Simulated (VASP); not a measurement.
# GaN (F-43m) in VASP: settings compared

Aim: see how the results for GaN move with the level of theory and the settings. Levels: PBE, B3LYP5. Tasks: single point.

Program: VASP 6.6.1. These are calculated values, not measurements. Logs are shortened: lines on timing, memory, paths and dates and some standing lists are left out, and cuts for length are marked.

**1. The cell of the first run**

The structure is cubic, space group F-43m (No. 216). Conventional cell: a = 4.507 Å, b = 4.507 Å, c = 4.507 Å, α = 90.00°, β = 90.00°, γ = 90.00°. Ga (site symmetry -43m) has 4 N at 1.95 Å within 2.6 Å. Within 2.6 Å of N (site symmetry -43m) lie 4 Ga at 1.95 Å.

**2. Single point, PBE**

INCAR

```
SYSTEM = GaN
ALGO = Normal ; EDIFF = 1E-6
ENCUT = 520 ; GGA = PE
ISIF = 2 ; ISMEAR = 0
LASPH = .TRUE. ; LCHARG = .FALSE.
LREAL = .FALSE. ; LWAVE = .FALSE.
NBANDS = 16 ; NELM = 80
PREC = Accurate ; SIGMA = 0.018000000000000002
```

KPOINTS

```
k-points
0
G
  10 10 10
  0 0 0
```

POSCAR

```
GaN
1.0
    0.0000000000      2.2535006075      2.2535006075
    2.2535006075      0.0000000000      2.2535006075
    2.2535006075      2.2535006075      0.0000000000
Ga N
1 1
Direct
    0.0000000000      0.0000000000      0.0000000000
    0.2500000000      0.2500000000      0.2500000000
```

Potentials or basis: VASP PAW PBE potentials, release 64 (Ga_d, N).

Started as:

```console
cat potpaw_PBE.64/Ga_d/POTCAR potpaw_PBE.64/N/POTCAR > POTCAR
mpirun -np 1 vasp_std > vasp.out
```

OUTCAR:

```text
SYSTEM = GaN
   EDIFF = 1E-6
   ENCUT = 520
   GGA = PE
   ISIF = 2
   ISMEAR = 0
   LASPH = .TRUE.
   LREAL = .FALSE.
   NELM = 80
   PREC = Accurate

 ion  position               nearest neighbor table
   1  0.000  0.000  0.000-   2 1.95   2 1.95   2 1.95   2 1.95
   2  0.250  0.250  0.250-   1 1.95   1 1.95   1 1.95   1 1.95

  LATTYP: Found a face centered cubic cell.
 ALAT       =     4.5070012150

  Lattice vectors:

 A1 = (   0.0000000000,   2.2535006075,   2.2535006075)
 A2 = (   2.2535006075,   0.0000000000,   2.2535006075)
 A3 = (   2.2535006075,   2.2535006075,   0.0000000000)

Analysis of symmetry for initial positions (statically):
=====================================================================
 Subroutine PRICEL returns:
 Original cell was already a primitive cell.

 Routine SETGRP: Setting up the symmetry group for a
 face centered cubic supercell.

 Subroutine GETGRP returns: Found 24 space group operations
 (whereof 24 operations were pure point group operations)
 out of a pool of 48 trial point group operations.

The static configuration has the point symmetry T_d .

Analysis of symmetry for dynamics (positions and initial velocities):
=====================================================================
 Subroutine PRICEL returns:
 Original cell was already a primitive cell.

 Routine SETGRP: Setting up the symmetry group for a
 face centered cubic supercell.

 Subroutine GETGRP returns: Found 24 space group operations
 (whereof 24 operations were pure point group operations)
 out of a pool of 48 trial point group operations.

The dynamic configuration has the point symmetry T_d .

 Subroutine INISYM returns: Found 24 space group operations
 (whereof 24 operations are pure point group operations),
 and found     1 'primitive' translations

----------------------------------------------------------------------------------------

                                     Primitive cell

  volume of cell :      22.8877

  direct lattice vectors                    reciprocal lattice vectors
     0.000000000  2.253500607  2.253500607    -0.221877020  0.221877020  0.221877020
     2.253500607  0.000000000  2.253500607     0.221877020 -0.221877020  0.221877020
     2.253500607  2.253500607  0.000000000     0.221877020  0.221877020 -0.221877020

  length of vectors
     3.186931122  3.186931122  3.186931122     0.384302272  0.384302272  0.384302272

  position of ions in fractional coordinates (direct lattice)
     0.000000000  0.000000000  0.000000000
     0.250000000  0.250000000  0.250000000

  ion indices of the primitive-cell ions
   primitive index   ion index
                 1           1
                 2           2

----------------------------------------------------------------------------------------

 KPOINTS: k-points

Automatic generation of k-mesh.
 Grid dimensions read from file:
 generate k-points for:   10   10   10

 Generating k-lattice:

  Cartesian coordinates                     Fractional coordinates (reciprocal lattice)
    -0.022187702  0.022187702  0.022187702     0.100000000  0.000000000  0.000000000
     0.022187702 -0.022187702  0.022187702     0.000000000  0.100000000  0.000000000
     0.022187702  0.022187702 -0.022187702     0.000000000  0.000000000  0.100000000

  Length of vectors
     0.038430227  0.038430227  0.038430227

  Shift w.r.t. Gamma in fractional coordinates (k-lattice)
     0.000000000  0.000000000  0.000000000

 Subroutine IBZKPT returns following result:
 ===========================================

 Found     47 irreducible k-points:

 Following reciprocal coordinates:
            Coordinates               Weight
  0.000000  0.000000  0.000000      1.000000
  0.100000  0.000000  0.000000      8.000000
  0.200000  0.000000  0.000000      8.000000
  0.300000  0.000000  0.000000      8.000000
  0.400000  0.000000  0.000000      8.000000
  0.500000  0.000000  0.000000      4.000000
[... 16 lines left out ...]
  0.300000  0.300000  0.000000      6.000000
  0.400000  0.300000  0.000000     24.000000
 [... further k-points ...]
   k-points           NKPTS =     47   k-points in BZ     NKDIM =     47   number of bands    NBANDS=     16
   number of dos      NEDOS =    301   number of ions     NIONS =      2
   total plane-waves  NPLWV =  13824
   dimension x,y,z NGX =    24 NGY =   24 NGZ =   24
   dimension x,y,z NGXF=    48 NGYF=   48 NGZF=   48
   ions per type =               1   1
   NGX,Y,Z   is equivalent  to a cutoff of  12.52, 12.52, 12.52 a.u.
   NGXF,Y,Z  is equivalent  to a cutoff of  25.04, 25.04, 25.04 a.u.
 SYSTEM =  GaN
   PREC   = accura    normal or accurate (medium, high low for compatibility)
   ISTART =      0    job   : 0-new  1-cont  2-samecut
   ICHARG =      2    charge: 1-file 2-atom 10-const
   ISPIN  =      1    spin polarized calculation?
   LNONCOLLINEAR =      F non collinear calculations
   LSORBIT =      F    spin-orbit coupling
   LASPH  =      T    aspherical Exc in radial PAW
   ENCUT  =  520.0 eV  38.22 Ry    6.18 a.u.   5.93  5.93  5.93*2*pi/ulx,y,z
   NELM   =     80;   NELMIN=  2; NELMDL= -5     # of ELM steps
   EDIFF  = 0.1E-05   stopping-criterion for ELM
   LREAL  =      F    real-space projection
   EDIFFG = 0.1E-04   stopping-criterion for IOM
   NSW    =      0    number of steps for IOM
   IBRION =     -1    ionic relax: 0-MD 1-quasi-New 2-CG
   NFREE  =      0    steps in history (QN), initial steepest desc. (CG)
   ISIF   =      2    stress and relaxation
   ISYM   =      2    0-nonsym 1-usesym 2-fastsym
   POTIM  = 0.5000    time-step for ionic-motion
   TEBEG  =    0.0;   TEEND  =   0.0 temperature during run
   PSTRESS=    0.0 pullay stress
   NELECT =      18.0000    total number of electrons
   NUPDOWN=      -1.0000    fix difference up-down
   EMIN   =  10.00;   EMAX   =-10.00  energy-range for DOS
   EFERMI =   0.00;   METHOD = LEGACY
   ISMEAR =     0;   SIGMA  =   0.02  broadening in eV -4-tet -1-fermi 0-gaus
   EFERMI_NEDOS =   21; number of points for ismear=-14 and -15
   IALGO  =     38    algorithm
   IMIX   =      4    mixing-type and parameters
     AMIX     =   0.40;   BMIX     =  1.00
     AMIX_MAG =   1.60;   BMIX_MAG =  1.00
  volume/ion in A,a.u.               =      11.44        77.23
  Fermi-wavevector in a.u.,A,eV,Ry     =   1.511117  2.855596 31.068543  2.283473
  Thomas-Fermi vector in A             =   2.621216
   LORBIT       =      0    0 simple, 1 ext, 2 COOP (PROOUT), +10 PAW based schemes
   GGA     = PE    functional components
   LHFCALC =     F    Hartree Fock is set to
   AEXX    =    0.0000 exact exchange contribution
   IVDW    =     0    specifies the selected vdW correction
   LEPSILON=     F    determine dielectric tensor
   LRPA    =     F    only Hartree local field effects (RPA)
 non-spin polarized calculation
 Gauss-broadening in eV      SIGMA  =   0.02
  energy-cutoff  :      520.00
  volume of cell :       22.89
 maximum number of plane-waves:       636
   NGX = 11   NGY = 11   NGZ = 11

 number of electron      18.0000004 magnetization

 Free energy of the ion-electron system (eV)
  ---------------------------------------------------
  ext. energy  EPLUGINS =         0.00000000
  ---------------------------------------------------
  free energy    TOTEN  =       -12.14320721 eV

  energy without entropy =      -12.14320721  energy(sigma->0) =      -12.14320721

 E-fermi :   5.4780     XC(G=0): -11.6669

 val. band max:        5.2811952845   @ k =   0.0000   0.0000   0.0000
 cond. band min:       7.0056103275   @ k =   0.0000   0.0000   0.0000
 fundamental gap:      1.7244150430
 Fermi energy:         5.4780176076

 k-point     1 :       0.0000    0.0000    0.0000
  band No.  band energies     occupation
      1     -10.6523      2.00000
      2      -8.1604      2.00000
      3      -8.1604      2.00000
      4      -8.1604      2.00000
      5      -7.8407      2.00000
      6      -7.8407      2.00000
[... 8 lines left out ...]
     15      24.1369      0.00000
     16      24.1369      0.00000

 k-point     2 :       0.1000    0.0000    0.0000
  band No.  band energies     occupation
      1     -10.5423      2.00000
      2      -8.1468      2.00000
      3      -8.1468      2.00000
      4      -8.1215      2.00000
      5      -7.8420      2.00000
      6      -7.8420      2.00000
[... 8 lines left out ...]
     15      22.8360      0.00000
     16      22.8485      0.00000

 k-point     3 :       0.2000    0.0000    0.0000
  band No.  band energies     occupation
      1     -10.2652      2.00000
      2      -8.1152      2.00000
      3      -8.1152      2.00000
      4      -7.9586      2.00000
      5      -7.8408      2.00000
      6      -7.8408      2.00000
[... 8 lines left out ...]
     15      22.0688      0.00000
     16      22.0688      0.00000

 k-point     4 :       0.3000    0.0000    0.0000
  band No.  band energies     occupation
      1      -9.9710      2.00000
      2      -8.0872      2.00000
      3      -8.0872      2.00000
      4      -7.8273      2.00000
      5      -7.8273      2.00000
      6      -7.5623      2.00000
[... 8 lines left out ...]
     15      22.5500      0.00000
     16      22.5500      0.00000
[... 324 lines left out ...]
 k-point    22 :      -0.2000    0.2000    0.0000
  band No.  band energies     occupation
      1      -9.8808      2.00000
      2      -8.0709      2.00000
      3      -8.0564      2.00000
      4      -7.8628      2.00000
      5      -7.8530      2.00000
      6      -7.3869      2.00000
[... 8 lines left out ...]
     15      22.6574      0.00000
     16      25.8430      0.00000

 k-point    23 :       0.3000    0.3000    0.0000
  band No.  band energies     occupation
      1      -9.7950      2.00000
      2      -8.0121      2.00000
      3      -7.9707      2.00000
      4      -7.9707      2.00000
      5      -7.7905      2.00000
      6      -7.3726      2.00000
[... 8 lines left out ...]
     15      27.3182      0.00000
     16      27.7431      0.00000

 k-point    24 :       0.4000    0.3000    0.0000
  band No.  band energies     occupation
      1      -9.6789      2.00000
      2      -8.0306      2.00000
      3      -7.9364      2.00000
      4      -7.9359      2.00000
      5      -7.7803      2.00000
      6      -6.9184      2.00000
[... 8 lines left out ...]
     15      27.5927      0.00000
     16      27.7094      0.00000

 [... further k-points ...]
[... 5 lines left out ...]
  --------------------------------------------------------------------------------------
  -------------------------------------------------------------------------------------
  Total        0.7277652      0.7277652      0.7277652     -0.0000000      0.0000000     -0.0000000
  in kB       50.9446780     50.9446780     50.9446780     -0.0000000      0.0000000     -0.0000000
  external PRESSURE =      50.9446780 kB  Pullay stress =       0.0000000 kB

 VOLUME and BASIS-vectors are now :
 -----------------------------------------------------------------------------
  energy-cutoff  :      520.00
  volume of cell :       22.89
      direct lattice vectors                 reciprocal lattice vectors
     0.000000000  2.253500607  2.253500607    -0.221877020  0.221877020  0.221877020
     2.253500607  0.000000000  2.253500607     0.221877020 -0.221877020  0.221877020
     2.253500607  2.253500607  0.000000000     0.221877020  0.221877020 -0.221877020

 POSITION                                       TOTAL-FORCE (eV/Angst)
 -----------------------------------------------------------------------------------
      0.00000      0.00000      0.00000        -0.000000     -0.000000     -0.000000
      1.12675      1.12675      1.12675         0.000000      0.000000      0.000000
 -----------------------------------------------------------------------------------
    total drift:                                0.000002      0.000002      0.000002

  FREE ENERGIE OF THE ION-ELECTRON SYSTEM (eV)
  ---------------------------------------------------
  free  energy   TOTEN  =       -12.1432072070 eV

  energy  without entropy=      -12.1432072070  energy(sigma->0) =      -12.14320721
```

It took 18 s on 1 thread of AMD EPYC 7R43 (Zen 3), shared host; peak memory 0.11 GiB.

Results:

| Item | Value |
| --- | --- |
| Free energy | -12.1432 eV |
| Pressure | 5.1 GPa |
| Band gap on the k mesh | 1.72 eV, direct |

**3. Single point, B3LYP5**

This run uses another cell than the first one, of 10.76 Å³/atom, 0.940 times its volume.

POSCAR

```
GaN
1.0
    0.0000000000      2.2074978911      2.2074978911
    2.2074978911      0.0000000000      2.2074978911
    2.2074978911      2.2074978911      0.0000000000
Ga N
1 1
Direct
    0.0000000000      0.0000000000      0.0000000000
    0.2500000000      0.2500000000      0.2500000000
```

INCAR.step1

```
PREC = Accurate ; ENCUT = 520
EDIFF = 1E-5 ; ISMEAR = -1
SIGMA = 0.05 ; LREAL = F
LASPH = T ; NELM = 100
ALGO = Normal ; ISIF = 2
LWAVE = T ; LCHARG = F
NBANDS = 16 ; GGA = PE
```

INCAR.step2

```
PREC = Accurate ; ENCUT = 520
EDIFF = 1E-6 ; ISMEAR = -1
SIGMA = 0.05 ; LREAL = F
LASPH = T ; NELM = 100
ALGO = Normal ; ISIF = 2
LWAVE = F ; LCHARG = F
GGA = B5 ; LHFCALC = T
AEXX = 0.2 ; AGGAX = 0.72
AGGAC = 0.81 ; ALDAC = 0.19
PRECFOCK = Normal ; NBANDS = 16
ISTART = 1
```

KPOINTS

```
Automatic mesh
0
Gamma
  5 5 5
```

Potentials or basis: VASP PAW PBE potentials, release 64 (Ga_d, N).

Started as:

```console
cat potpaw_PBE.64/Ga_d/POTCAR potpaw_PBE.64/N/POTCAR > POTCAR
cp INCAR.step1 INCAR
mpirun -np 1 vasp_std > vasp.out
cp INCAR.step2 INCAR
mpirun -np 1 vasp_std > vasp.out
```

OUTCAR:

```text
PREC = Accurate
   ENCUT = 520
   EDIFF = 1E-6
   ISMEAR = -1
   LREAL = F
   LASPH = T
   NELM = 100
   ISIF = 2
   GGA = B5
   LHFCALC = T
   AEXX = 0.2
   PRECFOCK = Normal
   ISTART = 1

 ion  position               nearest neighbor table
   1  0.000  0.000  0.000-   2 1.91   2 1.91   2 1.91   2 1.91
   2  0.250  0.250  0.250-   1 1.91   1 1.91   1 1.91   1 1.91

  LATTYP: Found a face centered cubic cell.
 ALAT       =     4.4149957822

[... 367 lines left out ...]
     16      32.0033      0.00000

------------------------ aborting loop because EDIFF is reached ----------------------------------------

  FORCE on cell =-STRESS in cart. coord.  units (eV):
  Direction    XX          YY          ZZ          XY          YZ          ZX
  --------------------------------------------------------------------------------------
  -------------------------------------------------------------------------------------
  Total        2.6586368      2.6586368      2.6586368      0.0000000      0.0000000      0.0000000
  in kB      197.9879243    197.9879243    197.9879243      0.0000000      0.0000000      0.0000000
  external PRESSURE =     197.9879243 kB  Pullay stress =       0.0000000 kB

 VOLUME and BASIS-vectors are now :
 -----------------------------------------------------------------------------
  energy-cutoff  :      520.00
  volume of cell :       21.51
      direct lattice vectors                 reciprocal lattice vectors
     0.000000000  2.207497891  2.207497891    -0.226500783  0.226500783  0.226500783
     2.207497891  0.000000000  2.207497891     0.226500783 -0.226500783  0.226500783
     2.207497891  2.207497891  0.000000000     0.226500783  0.226500783 -0.226500783

 POSITION                                       TOTAL-FORCE (eV/Angst)
 -----------------------------------------------------------------------------------
      0.00000      0.00000      0.00000         0.000000      0.000000      0.000000
      1.10375      1.10375      1.10375        -0.000000     -0.000000     -0.000000
 -----------------------------------------------------------------------------------
    total drift:                               -0.000012     -0.000006      0.000003

  FREE ENERGIE OF THE ION-ELECTRON SYSTEM (eV)
  ---------------------------------------------------
  free  energy   TOTEN  =       -13.8359954996 eV

  energy  without entropy=      -13.8359954996  energy(sigma->0) =      -13.83599550
```

OUTCAR.step1:

```text
PREC = Accurate
   ENCUT = 520
   EDIFF = 1E-5
   ISMEAR = -1
   LREAL = F
[... 394 lines left out ...]
      0.00000      0.00000      0.00000         0.000000      0.000000     -0.000000
      1.10375      1.10375      1.10375         0.000000     -0.000000      0.000000
 -----------------------------------------------------------------------------------
    total drift:                                0.000002      0.000002      0.000001

  FREE ENERGIE OF THE ION-ELECTRON SYSTEM (eV)
  ---------------------------------------------------
  free  energy   TOTEN  =       -12.0283853083 eV

  energy  without entropy=      -12.0283853082  energy(sigma->0) =      -12.02838531
```

Run time: 4.1 min. Hardware: 1 thread of Intel Xeon 6975P-C (Granite Rapids), shared host; peak memory 0.14 GiB.

What came out:

* Free energy: -13.8360 eV
* Pressure: 19.8 GPa
* Band gap on the k mesh: 3.90 eV, direct

Caveat: the k points lie up to 0.49 Å⁻¹ apart; the PAW data sets were made with another functional, which shifts forces and pressure a little.
